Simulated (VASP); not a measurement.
# GaSb (F-43m) in VASP: further runs

Runs on GaSb. Level: PBE+D3(BJ). Tasks: single point, relaxation of cell and atoms.

All numbers are computed with VASP 6.6.1; they aren't measurements. Logs are shortened: lines on timing, memory, paths and dates and some standing lists are left out, and cuts for length are marked.

## Step 1: The cell of the first run

The structure is cubic, space group F-43m (No. 216). The conventional cell has a = 6.129 Å, b = 6.129 Å, c = 6.129 Å, α = 90.00°, β = 90.00°, γ = 90.00°. Ga (site symmetry -43m) has 4 Sb at 2.65 Å within 3.5 Å. Within 3.5 Å of Sb (site symmetry -43m) lie 4 Ga at 2.65 Å.

## Step 2: Single point, PBE+D3(BJ)

Input file INCAR:

```
SYSTEM = GaSb
PREC = Accurate
ENCUT = 520
EDIFF = 1E-6
ISMEAR = 0
SIGMA = 0.1
LREAL = .False.
LASPH = .True.
NELM = 100
ALGO = Normal
ISIF = 2
LWAVE = .False.
LCHARG = .False.
GGA = PE
IVDW = 12
NBANDS = 16
```

Input file KPOINTS:

```
Automatic mesh
0
Gamma
  12 12 12
  0 0 0
```

Input file POSCAR:

```
GaSb
1.0
    0.0000000000      3.0645583952      3.0645583952
    3.0645583952      0.0000000000      3.0645583952
    3.0645583952      3.0645583952      0.0000000000
Ga Sb
1 1
Direct
    0.0000000000      0.0000000000      0.0000000000
    0.2500000000      0.2500000000      0.2500000000
```

Potentials or basis: VASP PAW PBE potentials, release 64 (Ga_d, Sb).

On the command line:

```console
$ cat potpaw_PBE.64/Ga_d/POTCAR potpaw_PBE.64/Sb/POTCAR > POTCAR
$ mpirun -np 1 vasp_std > vasp.out
```

OUTCAR:

```text
SYSTEM = GaSb
   PREC = Accurate
   ENCUT = 520
   EDIFF = 1E-6
   ISMEAR = 0
   LREAL = .False.
   LASPH = .True.
   NELM = 100
   ISIF = 2
   GGA = PE
   IVDW = 12
 IVDW          = 12

 ion  position               nearest neighbor table
   1  0.000  0.000  0.000-   2 2.65   2 2.65   2 2.65   2 2.65
   2  0.250  0.250  0.250-   1 2.65   1 2.65   1 2.65   1 2.65

  LATTYP: Found a face centered cubic cell.
 ALAT       =     6.1291167904

  Lattice vectors:

 A1 = (   0.0000000000,   3.0645583952,   3.0645583952)
 A2 = (   3.0645583952,   0.0000000000,   3.0645583952)
 A3 = (   3.0645583952,   3.0645583952,   0.0000000000)

Analysis of symmetry for initial positions (statically):
=====================================================================
 Subroutine PRICEL returns:
 Original cell was already a primitive cell.

 Routine SETGRP: Setting up the symmetry group for a
 face centered cubic supercell.

 Subroutine GETGRP returns: Found 24 space group operations
 (whereof 24 operations were pure point group operations)
 out of a pool of 48 trial point group operations.

The static configuration has the point symmetry T_d .

Analysis of symmetry for dynamics (positions and initial velocities):
=====================================================================
 Subroutine PRICEL returns:
 Original cell was already a primitive cell.

 Routine SETGRP: Setting up the symmetry group for a
 face centered cubic supercell.

 Subroutine GETGRP returns: Found 24 space group operations
 (whereof 24 operations were pure point group operations)
 out of a pool of 48 trial point group operations.

The dynamic configuration has the point symmetry T_d .

 Subroutine INISYM returns: Found 24 space group operations
 (whereof 24 operations are pure point group operations),
 and found     1 'primitive' translations

----------------------------------------------------------------------------------------

                                     Primitive cell

  volume of cell :      57.5617

  direct lattice vectors                    reciprocal lattice vectors
     0.000000000  3.064558395  3.064558395    -0.163155644  0.163155644  0.163155644
     3.064558395  0.000000000  3.064558395     0.163155644 -0.163155644  0.163155644
     3.064558395  3.064558395  0.000000000     0.163155644  0.163155644 -0.163155644

  length of vectors
     4.333940045  4.333940045  4.333940045     0.282593866  0.282593866  0.282593866

  position of ions in fractional coordinates (direct lattice)
     0.000000000  0.000000000  0.000000000
     0.250000000  0.250000000  0.250000000

  ion indices of the primitive-cell ions
   primitive index   ion index
                 1           1
                 2           2

----------------------------------------------------------------------------------------

 KPOINTS: Automatic mesh

Automatic generation of k-mesh.
 Grid dimensions read from file:
 generate k-points for:   12   12   12

 Generating k-lattice:

  Cartesian coordinates                     Fractional coordinates (reciprocal lattice)
    -0.013596304  0.013596304  0.013596304     0.083333333  0.000000000  0.000000000
     0.013596304 -0.013596304  0.013596304     0.000000000  0.083333333  0.000000000
     0.013596304  0.013596304 -0.013596304     0.000000000  0.000000000  0.083333333

  Length of vectors
     0.023549489  0.023549489  0.023549489

  Shift w.r.t. Gamma in fractional coordinates (k-lattice)
     0.000000000  0.000000000  0.000000000

 Subroutine IBZKPT returns following result:
 ===========================================

 Found     72 irreducible k-points:

 Following reciprocal coordinates:
            Coordinates               Weight
  0.000000  0.000000  0.000000      1.000000
  0.083333  0.000000  0.000000      8.000000
  0.166667  0.000000  0.000000      8.000000
  0.250000  0.000000  0.000000      8.000000
  0.333333  0.000000  0.000000      8.000000
  0.416667  0.000000  0.000000      8.000000
[... 16 lines left out ...]
  0.500000  0.166667  0.000000     24.000000
 -0.416667  0.166667  0.000000     24.000000
 [... further k-points ...]
   k-points           NKPTS =     72   k-points in BZ     NKDIM =     72   number of bands    NBANDS=     16
   number of dos      NEDOS =    301   number of ions     NIONS =      2
   total plane-waves  NPLWV =  32768
   dimension x,y,z NGX =    32 NGY =   32 NGZ =   32
   dimension x,y,z NGXF=    64 NGYF=   64 NGZF=   64
   ions per type =               1   1
   NGX,Y,Z   is equivalent  to a cutoff of  12.27, 12.27, 12.27 a.u.
   NGXF,Y,Z  is equivalent  to a cutoff of  24.55, 24.55, 24.55 a.u.
 SYSTEM =  GaSb
   PREC   = accura    normal or accurate (medium, high low for compatibility)
   ISTART =      0    job   : 0-new  1-cont  2-samecut
   ICHARG =      2    charge: 1-file 2-atom 10-const
   ISPIN  =      1    spin polarized calculation?
   LNONCOLLINEAR =      F non collinear calculations
   LSORBIT =      F    spin-orbit coupling
   LASPH  =      T    aspherical Exc in radial PAW
   ENCUT  =  520.0 eV  38.22 Ry    6.18 a.u.   8.06  8.06  8.06*2*pi/ulx,y,z
   NELM   =    100;   NELMIN=  2; NELMDL= -5     # of ELM steps
   EDIFF  = 0.1E-05   stopping-criterion for ELM
   LREAL  =      F    real-space projection
   EDIFFG = 0.1E-04   stopping-criterion for IOM
   NSW    =      0    number of steps for IOM
   IBRION =     -1    ionic relax: 0-MD 1-quasi-New 2-CG
   NFREE  =      0    steps in history (QN), initial steepest desc. (CG)
   ISIF   =      2    stress and relaxation
   ISYM   =      2    0-nonsym 1-usesym 2-fastsym
   POTIM  = 0.5000    time-step for ionic-motion
   TEBEG  =    0.0;   TEEND  =   0.0 temperature during run
   PSTRESS=    0.0 pullay stress
   NELECT =      18.0000    total number of electrons
   NUPDOWN=      -1.0000    fix difference up-down
   EMIN   =  10.00;   EMAX   =-10.00  energy-range for DOS
   EFERMI =   0.00;   METHOD = LEGACY
   ISMEAR =     0;   SIGMA  =   0.10  broadening in eV -4-tet -1-fermi 0-gaus
   EFERMI_NEDOS =   21; number of points for ismear=-14 and -15
   IALGO  =     38    algorithm
   IMIX   =      4    mixing-type and parameters
     AMIX     =   0.40;   BMIX     =  1.00
     AMIX_MAG =   1.60;   BMIX_MAG =  1.00
  volume/ion in A,a.u.               =      28.78       194.22
  Fermi-wavevector in a.u.,A,eV,Ry     =   1.111189  2.099842 16.799658  1.234740
  Thomas-Fermi vector in A             =   2.247749
   LORBIT       =      0    0 simple, 1 ext, 2 COOP (PROOUT), +10 PAW based schemes
   GGA     = PE    functional components
   LHFCALC =     F    Hartree Fock is set to
   AEXX    =    0.0000 exact exchange contribution
   IVDW    =    12    specifies the selected vdW correction
   LEPSILON=     F    determine dielectric tensor
   LRPA    =     F    only Hartree local field effects (RPA)
 non-spin polarized calculation
 Gauss-broadening in eV      SIGMA  =   0.10
  energy-cutoff  :      520.00
  volume of cell :       57.56
 maximum number of plane-waves:      1572
   NGX = 17   NGY = 17   NGZ = 17

 number of electron      17.9999988 magnetization

 Free energy of the ion-electron system (eV)
  ---------------------------------------------------
  ext. energy  EPLUGINS =         0.00000000
  ---------------------------------------------------
  free energy    TOTEN  =        -7.35718745 eV

  energy without entropy =       -7.35705660  energy(sigma->0) =       -7.35712202

 E-fermi :   4.8696     XC(G=0):  -9.0660

 val. band max:        4.8134032440   @ k =   0.0000   0.0000   0.0000
 cond. band min:       5.2060082877   @ k =   0.5000   0.0000   0.0000
 fundamental gap:      0.3926050437
 Fermi energy:         4.8695813108

 k-point     1 :       0.0000    0.0000    0.0000
  band No.  band energies     occupation
      1     -10.2083      2.00000
      2     -10.2083      2.00000
      3     -10.2083      2.00000
      4     -10.1594      2.00000
      5     -10.1594      2.00000
      6      -6.6251      2.00000
[... 8 lines left out ...]
     15      13.3957      0.00000
     16      13.3957      0.00000

 k-point     2 :       0.0833    0.0000    0.0000
  band No.  band energies     occupation
      1     -10.2102      2.00000
      2     -10.2075      2.00000
      3     -10.2075      2.00000
      4     -10.1595      2.00000
      5     -10.1595      2.00000
      6      -6.5541      2.00000
[... 8 lines left out ...]
     15      12.8867      0.00000
     16      12.8867      0.00000

 k-point     3 :       0.1667    0.0000    0.0000
  band No.  band energies     occupation
      1     -10.2152      2.00000
      2     -10.2053      2.00000
      3     -10.2053      2.00000
      4     -10.1597      2.00000
      5     -10.1597      2.00000
      6      -6.3452      2.00000
[... 8 lines left out ...]
     15      12.4153      0.00000
     16      12.4153      0.00000

 k-point     4 :       0.2500    0.0000    0.0000
  band No.  band energies     occupation
      1     -10.2220      2.00000
      2     -10.2026      2.00000
      3     -10.2026      2.00000
      4     -10.1598      2.00000
      5     -10.1598      2.00000
      6      -6.0142      2.00000
[... 8 lines left out ...]
     15      12.3930      0.00000
     16      12.3930      0.00000
[... 324 lines left out ...]
 k-point    22 :       0.4167    0.1667    0.0000
  band No.  band energies     occupation
      1     -10.2359      2.00000
      2     -10.1963      2.00000
      3     -10.1949      2.00000
      4     -10.1631      2.00000
      5     -10.1579      2.00000
      6      -5.2260      2.00000
[... 8 lines left out ...]
     15      13.9755      0.00000
     16      14.6710      0.00000

 k-point    23 :       0.5000    0.1667    0.0000
  band No.  band energies     occupation
      1     -10.2383      2.00000
      2     -10.1956      2.00000
      3     -10.1941      2.00000
      4     -10.1621      2.00000
      5     -10.1585      2.00000
      6      -4.8809      2.00000
[... 8 lines left out ...]
     15      14.5722      0.00000
     16      14.7353      0.00000

 k-point    24 :      -0.4167    0.1667    0.0000
  band No.  band energies     occupation
      1     -10.2382      2.00000
      2     -10.1956      2.00000
      3     -10.1946      2.00000
      4     -10.1610      2.00000
      5     -10.1595      2.00000
      6      -4.8241      2.00000
[... 8 lines left out ...]
     15      13.4897      0.00000
     16      13.9472      0.00000

 [... further k-points ...]

------------------------ aborting loop because EDIFF is reached ----------------------------------------

 Edisp (eV)   -0.66101

 E8    (eV) :    -0.3100

  FORCE on cell =-STRESS in cart. coord.  units (eV):
  Direction    XX          YY          ZZ          XY          YZ          ZX
  --------------------------------------------------------------------------------------
  -------------------------------------------------------------------------------------
  Total       0.02652     0.02652     0.02652     0.00000     0.00000    -0.00000
  in kB       0.73804     0.73804     0.73804     0.00000     0.00000    -0.00000
  external pressure =        0.74 kB  Pullay stress =        0.00 kB

 VOLUME and BASIS-vectors are now :
 -----------------------------------------------------------------------------
  energy-cutoff  :      520.00
  volume of cell :       57.56
      direct lattice vectors                 reciprocal lattice vectors
     0.000000000  3.064558395  3.064558395    -0.163155644  0.163155644  0.163155644
     3.064558395  0.000000000  3.064558395     0.163155644 -0.163155644  0.163155644
     3.064558395  3.064558395  0.000000000     0.163155644  0.163155644 -0.163155644

 POSITION                                       TOTAL-FORCE (eV/Angst)
 -----------------------------------------------------------------------------------
      0.00000      0.00000      0.00000        -0.000000     -0.000000     -0.000000
      1.53228      1.53228      1.53228         0.000000      0.000000      0.000000
 -----------------------------------------------------------------------------------
    total drift:                                0.000002      0.000002      0.000002

  FREE ENERGIE OF THE ION-ELECTRON SYSTEM (eV)
  ---------------------------------------------------
  free  energy   TOTEN  =        -8.0181940186 eV

  energy  without entropy=       -8.0180631697  energy(sigma->0) =       -8.01812859
```

It took 28 s on 1 thread of Intel Xeon 6975P-C (Granite Rapids), shared host; peak memory 0.23 GiB.

What came out:

| Property | Result |
| --- | --- |
| Free energy | -8.0182 eV |
| Pressure | 0.1 GPa |
| Band gap on the k mesh | zero (filled and empty bands touch) |
| Dispersion energy per atom | -0.331 eV |

Caveat: semilocal functionals underestimate gaps, so a narrow gap can read as zero; spin-orbit coupling is left out, which moves the levels of the heavy elements.

## Step 3: Relaxation of cell and atoms, PBE+D3(BJ)

This run uses another cell than the first one, of 29.99 Å³/atom.

Input file INCAR:

```
PREC     = Accurate       # precision mode
ENCUT    = 600            # plane-wave cutoff, eV
EDIFF    = 1E-7           # SCF threshold, eV
ISMEAR   = 0              # smearing method
SIGMA    = 0.1            # smearing width, eV
LREAL    = F              # projectors in reciprocal space
LASPH    = T              # aspherical terms in the spheres
NELM     = 100            # most SCF steps
ALGO     = Normal         # electronic algorithm
ISIF     = 3              # what is computed and relaxed
LWAVE    = F              # write WAVECAR
LCHARG   = F              # write CHGCAR
GGA      = PE             # functional
IVDW     = 12             # dispersion correction
IBRION   = 2              # ionic algorithm
NSW      = 70             # ionic steps
EDIFFG   = -0.005         # ionic threshold
```

Input file KPOINTS:

```
Automatic mesh
0
Gamma
  12 12 12
```

Input file POSCAR:

```
GaSb
1.0
    0.0000000000      3.1069206344      3.1069206344
    3.1069206344      0.0000000000      3.1069206344
    3.1069206344      3.1069206344      0.0000000000
Ga Sb
1 1
Direct
    0.0000000000      0.0000000000      0.0000000000
    0.2500000000      0.2500000000      0.2500000000
```

Potentials or basis: VASP PAW PBE potentials, release 64 (Ga_d, Sb).

On the command line:

```console
$ cat potpaw_PBE.64/Ga_d/POTCAR potpaw_PBE.64/Sb/POTCAR > POTCAR
$ mpirun -np 1 vasp_std > vasp.out
```

Run time: 1.7 min. Hardware: 1 thread of Intel Xeon 6975P-C (Granite Rapids), shared host; peak memory 0.27 GiB.

The run converged. Its results:

```
Free energy                           : -8.0183 eV
Relaxed volume                        : 28.82 Å³/atom
Relaxed cell                          : a = 4.336 Å, b = 4.336 Å, c = 4.336 Å, α = 60.00°, β = 60.00°, γ = 60.00°
Space group after relaxing (to 0.1 Å) : F-43m (No. 216)
Energy gained by relaxing             : 7.0 meV/atom
Ionic steps                           : 3
Pressure after relaxing               : 0.0 GPa
Band gap on the k mesh                : zero (filled and empty bands touch)
Dispersion energy per atom            : -0.330 eV
```

The path:
| step | energy change (eV) | largest force (eV/Å) | pressure (GPa) | volume (Å³) |
| --- | --- | --- | --- | --- |
| 1 | 0.0000 | 0.0000 | -1.83 | 59.98 |
| 2 | -0.0130 | 0.0000 | 0.52 | 57.06 |
| 3 | -0.0139 | 0.0000 | 0.02 | 57.63 |

Final structure:
```
Ga Sb
1.0
     0.00000    3.06577    3.06577
     3.06577    0.00000    3.06577
     3.06577    3.06577    0.00000
Ga Sb
1 1
Direct
  0.00000 0.00000 0.00000
  0.25000 0.25000 0.25000
```

Levels at points of the mesh, in eV from the Fermi level:
```csv
k point,band 5,band 6,band 7,band 8,band 9,band 10,band 11,band 12,band 13
"(0.00, 0.00, 0.00)",-15.03,-11.49,-0.07,-0.05,-0.05,-0.05,2.72,2.72,2.72
"(0.50, 0.00, 0.00)",-15.03,-9.88,-6.39,-1.20,-1.20,0.34,3.69,3.69,6.42
"(0.50, 0.50, 0.00)",-15.02,-9.06,-6.84,-2.61,-2.61,0.86,1.21,8.59,8.59
```

Caveat: semilocal functionals underestimate gaps, so a narrow gap can read as zero; spin-orbit coupling is left out, which moves the levels of the heavy elements.
